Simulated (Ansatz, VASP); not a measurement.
## MgO in VASP and in Ansatz

INCAR

```
SYSTEM = MgO
ALGO = Normal
EDIFF = 1E-6
ENCUT = 520
ISIF = 2
ISMEAR = 0
LASPH = .TRUE.
LCHARG = .FALSE.
LREAL = .FALSE.
LWAVE = .FALSE.
NBANDS = 11
NELM = 80
PREC = Accurate
SIGMA = 0.01
```

The input KPOINTS:

```
k-points
0
G
  10 10 10
  0 0 0
```

Contents of POSCAR:

```
MgO
1.0
    0.0000000000      2.0691942522      2.0691942522
    2.0691942522      0.0000000000      2.0691942522
    2.0691942522      2.0691942522      0.0000000000
Mg O
1 1
Direct
    0.0000000000      0.0000000000      0.0000000000
    0.5000000000      0.5000000000      0.5000000000
```

Input for Ansatz:

```yaml
crystal:
  lattice:
    - [0.0, 2.06919425223, 2.06919425223]
    - [2.06919425223, 0.0, 2.06919425223]
    - [2.06919425223, 2.06919425223, 0.0]
  atoms:
    - { symbol: Mg, position: [0.0, 0.0, 0.0] }
    - { symbol: O, position: [0.5, 0.5, 0.5] }
kpoints:
  mp_grid: { grid: [10, 10, 10] }
scf:
  occupations: { method: fixed }
  convergence: { dr2_threshold: 1.0e-10 }
hamiltonian:
  xc: lda
  pseudopotentials: { kind: all_electron, lapw: { basis_error: 0.0005 } }
output:
  forces: true
  stress: true
  eigenstates:
    kpoints:
      - [0.0, 0.0, 0.0]
      - [-0.5, 0.0, -0.5]
      - [0.0, -0.5, -0.5]
      - [-0.5, -0.5, 0.0]
      - [-0.5, 0.0, 0.0]
      - [0.0, -0.5, 0.0]
      - [0.0, 0.0, -0.5]
      - [-0.5, -0.5, -0.5]
  eigenvalues: true
```

Alike in both runs: task single point; functional LDA; k mesh 10 × 10 × 10; no spin polarisation.

```csv
,VASP,Ansatz
version,VASP 6.6.1,Ansatz 0.2.0
potentials or method,"VASP PAW LDA potentials, release 64 (Mg, O), cutoff 520 eV","all-electron LAPW, scalar-relativistic"
occupations,"gaussian, width 0.01 eV",fixed
```

Ansatz gave:

```
gap on the k mesh at the Fermi level (eV) : 5.19
pressure (GPa)                            : 2.9
```

**Question.** Which values does VASP return?

**Answer.** gap on the k mesh at the Fermi level (eV): 5.19; pressure (GPa): 1.0.

LDA's correlation is that of Perdew and Zunger in VASP and of Perdew and Wang (1992) in Ansatz. Ansatz ran all-electron here, and VASP with PAW potentials.
